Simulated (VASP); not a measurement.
# Ta (P6_3/mmc) in VASP: further runs

The runs below take Ta through single point, relaxation of cell and atoms, with PBE.

All numbers are computed with VASP 6.6.1; they aren't measurements. Logs are shortened: lines on timing, memory, paths and dates and some standing lists are left out, and cuts for length are marked.

## Step 1: The cell of the first run

Symmetry: P6_3/mmc, No. 194, hexagonal system. The conventional cell has a = 2.899 Å, b = 2.899 Å, c = 5.151 Å, α = 90.00°, β = 90.00°, γ = 120.00°. Within 3.8 Å of Ta (site symmetry -6m2) lie 12 Ta at 2.90 to 3.07 Å.

## Step 2: Single point, PBE

INCAR reads:

```
PREC = Accurate
ENCUT = 520
EDIFF = 1E-6
ISMEAR = -1
SIGMA = 0.1
LREAL = False
LASPH = True
NELM = 80
ALGO = Normal
ISIF = 2
LWAVE = False
LCHARG = False
GGA = PE
NBANDS = 18
```

KPOINTS reads:

```
regular mesh
0
Gamma
  6 6 3
```

POSCAR reads:

```
Ta
1.0
    2.8986915389      0.0000000000      0.0000000000
   -1.4493457695      2.5103405104      0.0000000000
    0.0000000000      0.0000000000      5.1508768352
Ta
2
Direct
    0.3333333333      0.6666666667      0.2500000000
    0.6666666667      0.3333333333      0.7500000000
```

Potentials or basis: VASP PAW PBE potentials, release 64 (Ta_pv).

Launch:

```bash
> cat potpaw_PBE.64/Ta_pv/POTCAR > POTCAR
> mpirun -np 1 vasp_std > vasp.out
```

OUTCAR:

```text
PREC = Accurate
   ENCUT = 520
   EDIFF = 1E-6
   ISMEAR = -1
   LREAL = False
   LASPH = True
   NELM = 80
   ISIF = 2
   GGA = PE

 ion  position               nearest neighbor table
   1  0.333  0.667  0.250-   2 3.07   2 3.07   2 3.07   2 3.07   2 3.07   2 3.07
   2  0.667  0.333  0.750-   1 3.07   1 3.07   1 3.07   1 3.07   1 3.07   1 3.07

  LATTYP: Found a hexagonal cell.
 ALAT       =     2.8986915389
 C/A-ratio  =     1.7769661815

  Lattice vectors:

 A1 = (   2.8986915389,   0.0000000000,   0.0000000000)
 A2 = (  -1.4493457695,   2.5103405104,   0.0000000000)
 A3 = (   0.0000000000,   0.0000000000,   5.1508768352)

Analysis of symmetry for initial positions (statically):
=====================================================================
 Subroutine PRICEL returns:
 Original cell was already a primitive cell.

 Routine SETGRP: Setting up the symmetry group for a
 hexagonal supercell.

 Subroutine GETGRP returns: Found 24 space group operations
 (whereof 12 operations were pure point group operations)
 out of a pool of 24 trial point group operations.

The static configuration has the point symmetry D_3d.
 The point group associated with its full space group is D_6h.

Analysis of symmetry for dynamics (positions and initial velocities):
=====================================================================
 Subroutine PRICEL returns:
 Original cell was already a primitive cell.

 Routine SETGRP: Setting up the symmetry group for a
 hexagonal supercell.

 Subroutine GETGRP returns: Found 24 space group operations
 (whereof 12 operations were pure point group operations)
 out of a pool of 24 trial point group operations.

The dynamic configuration has the point symmetry D_3d.
 The point group associated with its full space group is D_6h.

 Subroutine INISYM returns: Found 24 space group operations
 (whereof 12 operations are pure point group operations),
 and found     1 'primitive' translations

----------------------------------------------------------------------------------------

                                     Primitive cell

  volume of cell :      37.4814

  direct lattice vectors                    reciprocal lattice vectors
     2.898691539  0.000000000  0.000000000     0.344983240  0.199176167  0.000000000
    -1.449345770  2.510340510  0.000000000     0.000000000  0.398352333  0.000000000
     0.000000000  0.000000000  5.150876835     0.000000000  0.000000000  0.194141703

  length of vectors
     2.898691539  2.898691539  5.150876835     0.398352333  0.398352333  0.194141703

  position of ions in fractional coordinates (direct lattice)
     0.333333333  0.666666667  0.250000000
     0.666666667  0.333333333  0.750000000

  ion indices of the primitive-cell ions
   primitive index   ion index
                 1           1
                 2           2

----------------------------------------------------------------------------------------

 KPOINTS: regular mesh

Automatic generation of k-mesh.
 Grid dimensions read from file:
 generate k-points for:    6    6    3

 Generating k-lattice:

  Cartesian coordinates                     Fractional coordinates (reciprocal lattice)
     0.057497207  0.033196028  0.000000000     0.166666667  0.000000000  0.000000000
     0.000000000  0.066392056  0.000000000     0.000000000  0.166666667  0.000000000
     0.000000000  0.000000000  0.064713901     0.000000000  0.000000000  0.333333333

  Length of vectors
     0.066392056  0.066392056  0.064713901

  Shift w.r.t. Gamma in fractional coordinates (k-lattice)
     0.000000000  0.000000000  0.000000000

 Subroutine IBZKPT returns following result:
 ===========================================

 Found     14 irreducible k-points:

 Following reciprocal coordinates:
            Coordinates               Weight
  0.000000  0.000000  0.000000      1.000000
  0.166667 -0.000000  0.000000      6.000000
  0.333333  0.000000  0.000000      6.000000
  0.500000  0.000000  0.000000      3.000000
  0.166667  0.166667  0.000000      6.000000
[... 52 lines left out ...]
      2     -28.7016      2.00000
      3     -28.7016      2.00000
      4     -28.5938      2.00000
      5     -28.3768      2.00000
      6     -28.3768      2.00000
[... 10 lines left out ...]
     17      12.8305      0.00000
     18      12.8305      0.00000

 k-point     8 :       0.0000    0.0000    0.3333
  band No.  band energies     occupation
      1     -28.7596      2.00000
      2     -28.3472      2.00000
      3     -28.0084      2.00000
      4     -28.0084      2.00000
      5     -27.9665      2.00000
      6     -27.9665      2.00000
[... 10 lines left out ...]
     17      10.5014      0.00000
     18      10.5014      0.00000

 k-point     9 :       0.1667   -0.0000    0.3333
  band No.  band energies     occupation
      1     -28.7157      2.00000
      2     -28.3924      2.00000
      3     -28.2517      2.00000
      4     -28.1746      2.00000
      5     -28.0745      2.00000
      6     -28.0218      2.00000
[... 10 lines left out ...]
     17      10.4670      0.00000
     18      10.8877      0.00000

 k-point    10 :       0.3333    0.0000    0.3333
  band No.  band energies     occupation
      1     -28.8568      2.00000
      2     -28.7889      2.00000
      3     -28.4731      2.00000
      4     -28.2637      2.00000
      5     -28.2017      2.00000
      6     -28.1329      2.00000
[... 10 lines left out ...]
     17      10.7984      0.00000
     18      11.3612      0.00000

 k-point    11 :       0.5000    0.0000    0.3333
  band No.  band energies     occupation
      1     -29.0742      2.00000
      2     -29.0134      2.00000
      3     -28.4107      2.00000
      4     -28.2828      2.00000
      5     -28.2635      2.00000
      6     -28.1882      2.00000
[... 10 lines left out ...]
     17      12.1059      0.00000
     18      12.2478      0.00000

 k-point    12 :       0.1667    0.1667    0.3333
  band No.  band energies     occupation
      1     -28.7303      2.00000
      2     -28.6443      2.00000
      3     -28.4529      2.00000
      4     -28.2880      2.00000
      5     -28.1809      2.00000
      6     -28.1635      2.00000
[... 10 lines left out ...]
     17      10.5592      0.00000
     18      11.6919      0.00000

 k-point    13 :       0.3333    0.1667    0.3333
  band No.  band energies     occupation
      1     -28.9468      2.00000
      2     -28.8992      2.00000
      3     -28.4661      2.00000
      4     -28.3922      2.00000
      5     -28.3175      2.00000
      6     -28.2379      2.00000
[... 10 lines left out ...]
     17      12.7820      0.00000
     18      13.4170      0.00000

 k-point    14 :       0.3333    0.3333    0.3333
  band No.  band energies     occupation
      1     -28.7822      2.00000
      2     -28.7822      2.00000
      3     -28.7502      2.00000
      4     -28.6465      2.00000
      5     -28.2909      2.00000
      6     -28.2909      2.00000
[... 10 lines left out ...]
     17      13.6239      0.00000
     18      13.6239      0.00000

------------------------ aborting loop because EDIFF is reached ----------------------------------------

  FORCE on cell =-STRESS in cart. coord.  units (eV):
  Direction    XX          YY          ZZ          XY          YZ          ZX
  --------------------------------------------------------------------------------------
  -------------------------------------------------------------------------------------
  Total       -0.1044753     -0.1044753     -0.0757823      0.0000000      0.0000000      0.0000000
  in kB       -4.4658948     -4.4658948     -3.2393855      0.0000000      0.0000000      0.0000000
  external PRESSURE =      -4.0570584 kB  Pullay stress =       0.0000000 kB

 VOLUME and BASIS-vectors are now :
 -----------------------------------------------------------------------------
  energy-cutoff  :      520.00
  volume of cell :       37.48
      direct lattice vectors                 reciprocal lattice vectors
     2.898691539  0.000000000  0.000000000     0.344983240  0.199176167  0.000000000
    -1.449345770  2.510340510  0.000000000     0.000000000  0.398352333  0.000000000
     0.000000000  0.000000000  5.150876835     0.000000000  0.000000000  0.194141703

 POSITION                                       TOTAL-FORCE (eV/Angst)
 -----------------------------------------------------------------------------------
     -0.00000      1.67356      1.28772         0.000000     -0.000000      0.000000
      1.44935      0.83678      3.86316        -0.000000      0.000000      0.000000
 -----------------------------------------------------------------------------------
    total drift:                               -0.000000      0.000000     -0.000000

  FREE ENERGIE OF THE ION-ELECTRON SYSTEM (eV)
  ---------------------------------------------------
  free  energy   TOTEN  =       -23.1046819903 eV

  energy  without entropy=      -23.0267047687  energy(sigma->0) =      -23.06569338
```

It took 4.9 s on 1 thread of Intel Xeon Platinum 8488C (Sapphire Rapids), shared host; peak memory 0.15 GiB.

Results:

```
Free energy            : -23.1047 eV
Pressure               : -0.4 GPa
Band gap on the k mesh : zero (band 11 reaches 6.31 eV, above the bottom of band 12 at 4.99 eV)
```

Caveat: the k points lie up to 0.42 Å⁻¹ apart; spin-orbit coupling is left out, which moves the levels of the heavy elements.

## Step 3: Single point, PBE

INCAR reads:

```
PREC     = Accurate       # precision mode
ENCUT    = 520            # plane-wave cutoff, eV
EDIFF    = 1E-6           # SCF threshold, eV
ISMEAR   = -1             # smearing method
SIGMA    = 0.1            # smearing width, eV
LREAL    = F              # projectors in reciprocal space
LASPH    = T              # aspherical terms in the spheres
NELM     = 60             # most SCF steps
ALGO     = Normal         # electronic algorithm
ISIF     = 2              # what is computed and relaxed
LWAVE    = F              # write WAVECAR
LCHARG   = F              # write CHGCAR
GGA      = PE             # functional
NBANDS   = 18             # bands
```

KPOINTS reads:

```
regular mesh
0
Gamma
  12 12 7
```

POSCAR reads:

```
Ta
1.0
    2.8986915379      0.0000000000      0.0000000000
   -1.4493457690      2.5103405095      0.0000000000
    0.0000000000      0.0000000000      5.1508768308
Ta
2
Direct
    0.3333333333      0.6666666667      0.2500000000
    0.6666666667      0.3333333333      0.7500000000
```

Potentials or basis: VASP PAW PBE potentials, release 64 (Ta_pv).

Launch:

```bash
> cat potpaw_PBE.64/Ta_pv/POTCAR > POTCAR
> mpirun -np 1 vasp_std > vasp.out
```

Wall time 55 s (1 thread of Intel Xeon 8259CL, shared host); peak memory 0.19 GiB.

It converged, with:

* Free energy: -23.1122 eV
* Pressure: 0.1 GPa
* Band gap on the k mesh: zero (band 11 reaches 6.71 eV, above the bottom of band 12 at 4.99 eV)

Levels at points of the mesh, in eV from the Fermi level:
```tsv
k point	band 8	band 9	band 10	band 11	band 12	band 13	band 14	band 15
(0.00, 0.00, 0.00)	-4.90	-0.54	-0.10	0.60	0.60	1.17	1.17	2.97
(0.50, 0.00, 0.00)	-3.83	-3.33	-0.47	-0.35	0.51	0.85	5.56	6.43
```

Caveat: spin-orbit coupling is left out, which moves the levels of the heavy elements.

## Step 4: Relaxation of cell and atoms, PBE

This run uses another cell than the first one, of 18.06 Å³/atom, 0.964 times its volume.

INCAR reads:

```
PREC = Accurate
ENCUT = 600
EDIFF = 1E-7
ISMEAR = -1
SIGMA = 0.1
LREAL = False
LASPH = True
NELM = 100
ALGO = Normal
ISIF = 3
LWAVE = False
LCHARG = False
GGA = PE
IBRION = 2
NSW = 80
EDIFFG = -0.01
```

KPOINTS reads:

```
Automatic mesh
0
Gamma
  12 12 7
```

POSCAR reads:

```
Ta
1.0
    2.9451288715      0.0000000000      0.0000000000
   -1.4725644358      2.5505564202      0.0000000000
    0.0000000000      0.0000000000      4.8093954472
Ta
2
Direct
    0.3333333333      0.6666666667      0.2500000000
    0.6666666667      0.3333333333      0.7500000000
```

Launch:

```bash
> cat potpaw_PBE.64/Ta_pv/POTCAR > POTCAR
> mpirun -np 1 vasp_std > vasp.out
```

It took 4.5 min on 1 thread of Intel Xeon 8259CL, shared host; peak memory 0.2 GiB.

The run converged. Its results:

| Item | Value |
| --- | --- |
| Free energy | -23.1123 eV |
| Relaxed volume | 18.75 Å³/atom |
| Relaxed cell | a = 2.899 Å, b = 2.899 Å, c = 5.152 Å, α = 90.00°, β = 90.00°, γ = 120.00° |
| Space group after relaxing (to 0.05 Å) | P6_3/mmc (No. 194) |
| Energy gained by relaxing | 60.3 meV/atom |
| Ionic steps | 7 |
| Pressure after relaxing | 0.0 GPa |
| Band gap on the k mesh | zero (band 11 reaches 6.71 eV, above the bottom of band 12 at 4.99 eV) |

The path:
```csv
step,energy change (eV),largest force (eV/Å),pressure (GPa),volume (Å³)
1,0.0000,0.0000,7.57,36.13
2,0.0324,0.0000,-13.38,40.72
3,-0.0704,0.0000,-3.22,38.15
4,-0.1189,0.0000,-0.97,37.71
5,-0.1196,0.0000,-1.28,37.76
6,-0.1176,0.0000,2.19,37.07
7,-0.1207,0.0000,0.00,37.50
```

Final structure:
```yaml
crystal:
  lattice:
    - [2.89900, 0.00000, 0.00000]
    - [-1.44950, 2.51061, 0.00000]
    - [0.00000, 0.00000, 5.15231]
  atoms:
    - { symbol: Ta, position: [0.33333, 0.66667, 0.25000] }
    - { symbol: Ta, position: [0.66667, 0.33333, 0.75000] }
```

Levels at points of the mesh, in eV from the Fermi level:
```csv
k point,band 7,band 8,band 9,band 10,band 11,band 12,band 13,band 14,band 15
"(0.00, 0.00, 0.00)",-8.18,-4.90,-0.54,-0.10,0.60,0.60,1.17,1.17,2.97
"(0.50, 0.00, 0.00)",-4.04,-3.83,-3.33,-0.47,-0.35,0.51,0.85,5.56,6.43
```

Caveat: spin-orbit coupling is left out, which moves the levels of the heavy elements.

## Step 5: Single point, PBE (volume scaled by 0.88)

INCAR reads:

```
PREC     = Accurate       # precision mode
ENCUT    = 520            # plane-wave cutoff, eV
EDIFF    = 1E-7           # SCF threshold, eV
ISMEAR   = -1             # smearing method
SIGMA    = 0.1            # smearing width, eV
LREAL    = False          # projectors in reciprocal space
LASPH    = True           # aspherical terms in the spheres
NELM     = 100            # most SCF steps
ALGO     = Normal         # electronic algorithm
ISIF     = 2              # what is computed and relaxed
LWAVE    = False          # write WAVECAR
LCHARG   = False          # write CHGCAR
GGA      = PE             # functional
NBANDS   = 18             # bands
```

KPOINTS reads:

```
Automatic mesh
0
Gamma
  20 20 10
```

POSCAR reads:

```
Ta
1.0
    2.7777696388      0.0000000000      0.0000000000
   -1.3888848194      2.4056190731      0.0000000000
    0.0000000000      0.0000000000      4.9360027057
Ta
2
Direct
    0.3333333333      0.6666666667      0.2500000000
    0.6666666667      0.3333333333      0.7500000000
```

Launch:

```bash
> cat potpaw_PBE.64/Ta_pv/POTCAR > POTCAR
> mpirun -np 1 vasp_std > vasp.out
```

It took 2.9 min on 1 thread of Intel Xeon 8259CL, shared host; peak memory 0.26 GiB.

Results (log left out):

```
Free energy            : -22.7085 eV
Pressure               : 31.1 GPa
Band gap on the k mesh : zero (band 11 reaches 8.70 eV, above the bottom of band 12 at 5.86 eV)
```

Stress tensor (GPa, compression positive):
```
32.13  0.00  0.00
 0.00 32.13  0.00
 0.00  0.00 29.12
```

Levels at points of the mesh, in eV from the Fermi level:
```
           k point  band 8  band 9  band 10  band 11  band 12  band 13  band 14  band 15
(0.00, 0.00, 0.00)   -5.38   -0.76     0.32     0.56     0.56     1.24     1.24     3.34
(0.50, 0.00, 0.00)   -4.48   -3.99    -0.44    -0.20     0.62     0.82     6.49     7.52
(0.00, 0.00, 0.50)   -6.63   -1.35    -1.35     0.62     0.62     0.62     0.62     5.10
(0.50, 0.00, 0.50)   -4.97   -2.79    -2.79     2.01     2.01     2.89     2.89     6.52
```

Caveat: the cell differs from its parent crystal (volume scaled by 0.88); spin-orbit coupling is left out, which moves the levels of the heavy elements.

## Step 6: Single point, PBE (volume scaled by 0.92)

INCAR reads:

```
ALGO     = Normal         # electronic algorithm
EDIFF    = 1E-7           # SCF threshold, eV
ENCUT    = 520            # plane-wave cutoff, eV
GGA      = PE             # functional
ISIF     = 2              # what is computed and relaxed
ISMEAR   = -1             # smearing method
LASPH    = T              # aspherical terms in the spheres
LCHARG   = T              # write CHGCAR
LELF     = T              # ELF
LREAL    = F              # projectors in reciprocal space
LVHAR    = T            
LWAVE    = F              # write WAVECAR
NBANDS   = 18             # bands
NELM     = 60             # most SCF steps
PREC     = Accurate       # precision mode
SIGMA    = 0.1            # smearing width, eV
```

KPOINTS reads:

```
k-points
0
Gamma
  20 20 10
```

POSCAR reads:

```
Ta
1.0
    2.8192350004      0.0000000000      0.0000000000
   -1.4096175002      2.4415291296      0.0000000000
    0.0000000000      0.0000000000      5.0096852509
Ta
2
Direct
    0.3333333333      0.6666666667      0.2500000000
    0.6666666667      0.3333333333      0.7500000000
```

Potentials or basis: VASP PAW PBE potentials, release 64 (Ta_pv).

Launch:

```bash
> cat potpaw_PBE.64/Ta_pv/POTCAR > POTCAR
> mpirun -np 1 vasp_std > vasp.out
```

Run time: 3.1 min. Hardware: 1 thread of Intel Xeon 8259CL, shared host; peak memory 0.26 GiB.

It converged, with:

```
Free energy            : -22.9406 eV
Pressure               : 18.8 GPa
Band gap on the k mesh : zero (band 11 reaches 8.11 eV, above the bottom of band 12 at 5.50 eV)
```

Stress tensor (GPa, compression positive):
```
19.48  0.00  0.00
 0.00 19.48  0.00
 0.00  0.00 17.41
```

Levels at points of the mesh, in eV from the Fermi level:
```csv
k point,band 9,band 10,band 11,band 12,band 13,band 14
"(0.00, 0.00, 0.00)",-0.67,0.16,0.58,0.58,1.23,1.23
"(0.50, 0.00, 0.00)",-3.75,-0.40,-0.30,0.59,0.84,6.16
"(0.00, 0.00, 0.50)",-1.28,-1.28,0.64,0.64,0.64,0.64
"(0.50, 0.00, 0.50)",-2.60,-2.60,1.81,1.81,2.80,2.80
```

Caveat: the cell differs from its parent crystal (volume scaled by 0.92); spin-orbit coupling is left out, which moves the levels of the heavy elements.

## Step 7: Overview

```csv
task,cell,k mesh,cutoff (eV),gap on the mesh (eV),pressure (GPa)
single point,"a = 2.899, b = 2.899, c = 5.151 Å, angles 90.0, 90.0, 120.0°, 2 atoms",6 × 6 × 3,520,none,-0.4
single point,"a = 2.899, b = 2.899, c = 5.151 Å, angles 90.0, 90.0, 120.0°, 2 atoms",12 × 12 × 7,520,none,0.1
relaxation of cell and atoms,"relaxed from a = 2.945, b = 2.945, c = 4.809 Å, angles 90.0, 90.0, 120.0°, 2 atoms",12 × 12 × 7,600,none,0.0
single point,"a = 2.778, b = 2.778, c = 4.936 Å, angles 90.0, 90.0, 120.0°, 2 atoms",20 × 20 × 10,520,none,31.1
single point,"a = 2.819, b = 2.819, c = 5.010 Å, angles 90.0, 90.0, 120.0°, 2 atoms",20 × 20 × 10,520,none,18.8
```

Alike in all rows: level PBE; potentials or basis VASP PAW PBE potentials, release 64 (Ta_pv); no spin polarisation; smearing fermi-dirac 0.1 eV.

Caveats: some runs use coarse meshes; spin-orbit coupling is left out, which moves the levels of the heavy elements.

Absolute energies hang on the potentials; compare differences alone.
